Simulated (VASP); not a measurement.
# MgCd3Te2 (P6/mmm) in VASP: notebook, part 2 of 2

VASP 6.6.1. Earlier steps stand in the parts before.

### Step 4. Relaxation of cell and atoms, PBE

This run uses another cell than the first one, of 33.22 Å³/atom.

Input file INCAR:

```
ALGO = Fast
EDIFF = 1E-6
EDIFFG = -0.01
ENCUT = 600
GGA = PE
IBRION = 2
ISIF = 3
ISMEAR = 0
LASPH = True
LCHARG = False
LREAL = False
LWAVE = False
NELM = 80
NSW = 100
PREC = Accurate
SIGMA = 0.1
```

Input file KPOINTS:

```
k-points
0
Gamma
  6 6 8
```

Input file POSCAR:

```
MgCd3Te2
1.0
    7.2105069747      0.0000000000      0.0000000000
   -3.6052534873      6.2444822142      0.0000000000
    0.0000000000      0.0000000000      4.4261559274
Mg Cd Te
1 3 2
Direct
    0.0000000000      0.0000000000      0.0000000000
    0.5000000000      0.0000000000      0.5000000000
    0.5000000000      0.5000000000      0.5000000000
    0.0000000000      0.5000000000      0.5000000000
    0.3333333333      0.6666666667      0.0000000000
    0.6666666667      0.3333333333      0.0000000000
```

Potentials or basis: VASP PAW PBE potentials, release 64 (Mg, Cd, Te).

Started as:

```
cat potpaw_PBE.64/Mg/POTCAR potpaw_PBE.64/Cd/POTCAR potpaw_PBE.64/Te/POTCAR > POTCAR
mpirun -np 1 vasp_std > vasp.out
```

OUTCAR:

```text
EDIFF = 1E-6
   EDIFFG = -0.01
   ENCUT = 600
   GGA = PE
   IBRION = 2
   ISIF = 3
   ISMEAR = 0
   LASPH = True
   LREAL = False
   NELM = 80
   NSW = 100
   PREC = Accurate

 ion  position               nearest neighbor table
   1  0.000  0.000  0.000-
   2  0.500  0.000  0.500-   5 3.04   6 3.04   5 3.04   6 3.04   3 3.61   3 3.61   4 3.61   4 3.61

   3  0.500  0.500  0.500-   5 3.04   6 3.04   5 3.04   6 3.04   2 3.61   2 3.61   4 3.61   4 3.61

   4  0.000  0.500  0.500-   5 3.04   6 3.04   5 3.04   6 3.04   2 3.61   2 3.61   3 3.61   3 3.61

   5  0.333  0.667  0.000-   2 3.04   2 3.04   4 3.04   4 3.04   3 3.04   3 3.04
   6  0.667  0.333  0.000-   2 3.04   2 3.04   4 3.04   4 3.04   3 3.04   3 3.04

  LATTYP: Found a hexagonal cell.
 ALAT       =     7.2105069747
 C/A-ratio  =     0.6138480890

  Lattice vectors:

 A1 = (   7.2105069747,   0.0000000000,   0.0000000000)
 A2 = (  -3.6052534873,   6.2444822142,   0.0000000000)
 A3 = (   0.0000000000,   0.0000000000,   4.4261559274)

Analysis of symmetry for initial positions (statically):
=====================================================================
 Subroutine PRICEL returns:
 Original cell was already a primitive cell.

 Routine SETGRP: Setting up the symmetry group for a
 hexagonal supercell.

 Subroutine GETGRP returns: Found 24 space group operations
 (whereof 24 operations were pure point group operations)
 out of a pool of 24 trial point group operations.

The static configuration has the point symmetry D_6h.

Analysis of symmetry for dynamics (positions and initial velocities):
=====================================================================
 Subroutine PRICEL returns:
 Original cell was already a primitive cell.

 Routine SETGRP: Setting up the symmetry group for a
 hexagonal supercell.

 Subroutine GETGRP returns: Found 24 space group operations
 (whereof 24 operations were pure point group operations)
 out of a pool of 24 trial point group operations.
[... 137 lines left out ...]
   IVDW    =     0    specifies the selected vdW correction
   LEPSILON=     F    determine dielectric tensor
   LRPA    =     F    only Hartree local field effects (RPA)
 conjugate gradient relaxation of ions
 non-spin polarized calculation
 RMM-DIIS sequential band-by-band and
 Gauss-broadening in eV      SIGMA  =   0.10
  energy-cutoff  :      600.00
  volume of cell :      199.29
 maximum number of plane-waves:      6678
 NGX is ok and might be reduce to    60
   NGX = 29   NGY = 29   NGZ = 17

--------------------------------------- Ionic step        1  -------------------------------------------

 number of electron      49.9999999 magnetization

 Free energy of the ion-electron system (eV)
  ---------------------------------------------------
  ext. energy  EPLUGINS =         0.00000000
  ---------------------------------------------------
  free energy    TOTEN  =        -9.30913945 eV

  energy without entropy =       -9.29220208  energy(sigma->0) =       -9.30067076

------------------------ aborting loop because EDIFF is reached ----------------------------------------

  FORCE on cell =-STRESS in cart. coord.  units (eV):
  Direction    XX          YY          ZZ          XY          YZ          ZX
  --------------------------------------------------------------------------------------
  -------------------------------------------------------------------------------------
  Total        0.6749054      0.6749054     -2.0298029      0.0000000     -0.0000000      0.0000000
  in kB        5.4258096      5.4258096    -16.3183224      0.0000000     -0.0000000      0.0000000
  external PRESSURE =      -1.8222344 kB  Pullay stress =       0.0000000 kB
[... 227 lines left out ...]
--------------------------------------- Ionic step        7  -------------------------------------------

 number of electron      49.9999990 magnetization

 Free energy of the ion-electron system (eV)
  ---------------------------------------------------
  ext. energy  EPLUGINS =         0.00000000
  ---------------------------------------------------
  free energy    TOTEN  =        -9.38735102 eV

  energy without entropy =       -9.37098607  energy(sigma->0) =       -9.37916855

 E-fermi :   2.4535     XC(G=0):  -8.4775

 val. band max:        2.4231017638   @ k =   0.1667   0.1667   0.5000
 cond. band min:       2.4549369809   @ k =   0.3333   0.0000   0.5000
 fundamental gap:      0.0318352171
 Fermi energy:         2.4535071883

 k-point     1 :       0.0000    0.0000    0.0000
  band No.  band energies     occupation
      1      -9.6992      2.00000
      2      -8.9160      2.00000
      3      -6.6514      2.00000
      4      -6.4982      2.00000
      5      -6.4630      2.00000
      6      -6.4630      2.00000
[... 781 lines left out ...]
     29       4.2203      0.00000
     30       5.3559      0.00000

 [... further k-points ...]

------------------------ aborting loop because EDIFF is reached ----------------------------------------

  FORCE on cell =-STRESS in cart. coord.  units (eV):
  Direction    XX          YY          ZZ          XY          YZ          ZX
  --------------------------------------------------------------------------------------
  -------------------------------------------------------------------------------------
  Total        0.0173760      0.0173760      0.0140021      0.0000000      0.0000000      0.0000000
  in kB        0.1349426      0.1349426      0.1087410      0.0000000      0.0000000      0.0000000
  external PRESSURE =       0.1262087 kB  Pullay stress =       0.0000000 kB
[... 21 lines left out ...]
  FREE ENERGIE OF THE ION-ELECTRON SYSTEM (eV)
  ---------------------------------------------------
  free  energy   TOTEN  =        -9.3873510202 eV

  energy  without entropy=       -9.3709860706  energy(sigma->0) =       -9.37916855

 reached required accuracy - stopping structural energy minimisation
```

OSZICAR:

```text
N       E                     dE             d eps       ncg     rms          rms(c)
DAV:   1     0.337522906549E+03    0.33752E+03   -0.24088E+04  2100   0.161E+03
DAV:   2     0.105192311382E+02   -0.32700E+03   -0.31600E+03  2280   0.352E+02
DAV:   3    -0.950140513962E+01   -0.20021E+02   -0.19635E+02  2444   0.842E+01
[... 62 lines left out ...]
DAV:   1    -0.938826534397E+01   -0.10137E-02   -0.54305E-02  2214   0.155E+00    0.186E-01
RMM:   2    -0.938763379202E+01    0.63155E-03   -0.72966E-04  2101   0.220E-01    0.997E-02
RMM:   3    -0.938737611940E+01    0.25767E-03   -0.23842E-04  2101   0.879E-02    0.386E-02
RMM:   4    -0.938735116342E+01    0.24956E-04   -0.50427E-05  2105   0.427E-02    0.148E-02
RMM:   5    -0.938735102022E+01    0.14320E-06   -0.46539E-06  1624   0.134E-02
   7 F= -.93873510E+01 E0= -.93791685E+01  d E =-.988944E-04
```

CONTCAR:

```text
MgCd3Te2
   1.00000000000000
     7.5190482072067395    0.0000000000025234   -0.0000000000000000
    -3.7595241035490452    6.5116867596573647    0.0000000000000000
    -0.0000000000000000   -0.0000000000000000    4.2136090113498224
  Mg              Cd              Te
     1     3     2
Direct
     0.0000000000000000    0.0000000000000000    0.0000000000000000
     0.5000000000000000    0.0000000000000000    0.5000000000000000
     0.5000000000000000    0.5000000000000000    0.5000000000000000
     0.0000000000000000    0.5000000000000000    0.5000000000000000
     0.3333333332999970    0.6666666667000030    0.0000000000000000
     0.6666666667000030    0.3333333332999970    1.0000000000000000

  0.00000000E+00  0.00000000E+00  0.00000000E+00
  0.00000000E+00  0.00000000E+00  0.00000000E+00
  0.00000000E+00  0.00000000E+00  0.00000000E+00
  0.00000000E+00  0.00000000E+00  0.00000000E+00
  0.00000000E+00  0.00000000E+00  0.00000000E+00
  0.00000000E+00  0.00000000E+00  0.00000000E+00
```

It took 14 min on 1 thread of AMD EPYC 7R13 (Zen 3), shared host; peak memory 0.51 GiB.

What came out:

* Free energy: -9.3874 eV
* Relaxed volume: 34.38 Å³/atom
* Relaxed cell: a = 7.519 Å, b = 7.519 Å, c = 4.214 Å, α = 90.00°, β = 90.00°, γ = 120.00°
* Space group after relaxing (to 0.1 Å): P6/mmm (No. 191)
* Energy gained by relaxing: 13.0 meV/atom
* Ionic steps: 7
* Pressure after relaxing: 0.0 GPa
* Band gap on the k mesh: zero (bands 25 and 26 overlap by 1.91 eV)

Step by step:
```csv
step,energy change (eV),largest force (eV/Å),pressure (GPa),volume (Å³)
1,0.0000,0.0000,-0.18,199.29
2,-0.0321,0.0000,0.25,198.17
3,-0.0472,0.0000,0.83,196.70
4,-0.0707,0.0000,0.36,201.60
5,-0.0781,0.0000,-0.05,206.61
6,-0.0781,0.0000,-0.04,206.41
7,-0.0782,0.0000,0.01,206.31
```

Final structure:
```xyz
6
Lattice="7.5190 0.0000 0.0000 -3.7595 6.5117 0.0000 0.0000 0.0000 4.2136" Properties=species:S:1:pos:R:3 pbc="T T T"
Mg    0.0000    0.0000    0.0000
Cd    3.7595    0.0000    2.1068
Cd    1.8798    3.2558    2.1068
Cd   -1.8798    3.2558    2.1068
Te    0.0000    4.3411    0.0000
Te    3.7595    2.1706    4.2136
```

Caveat: spin-orbit coupling is left out, which moves the levels of the heavy elements.

### Step 5. The runs side by side

| task | cell | k mesh | cutoff (eV) | gap on the mesh (eV) | pressure (GPa) |
| --- | --- | --- | --- | --- | --- |
| single point | a = 7.515, b = 7.515, c = 4.210 Å, angles 90.0, 90.0, 120.0°, 6 atoms | 6 × 6 × 8 | 520 | none | 0.1 |
| single point | a = 7.484, b = 7.484, c = 4.227 Å, angles 90.0, 90.0, 120.0°, 6 atoms | 6 × 6 × 10 | 520 | none | 0.1 |
| relaxation of cell and atoms | relaxed from a = 7.211, b = 7.211, c = 4.426 Å, angles 90.0, 90.0, 120.0°, 6 atoms | 6 × 6 × 8 | 600 | none | 0.0 |

Alike in all rows: level PBE; potentials or basis VASP PAW PBE potentials, release 64 (Mg, Cd, Te); no spin polarisation; smearing gaussian 0.1 eV.

Caveats: spin-orbit coupling is left out, which moves the levels of the heavy elements.

Absolute energies hang on the potentials; compare differences alone.
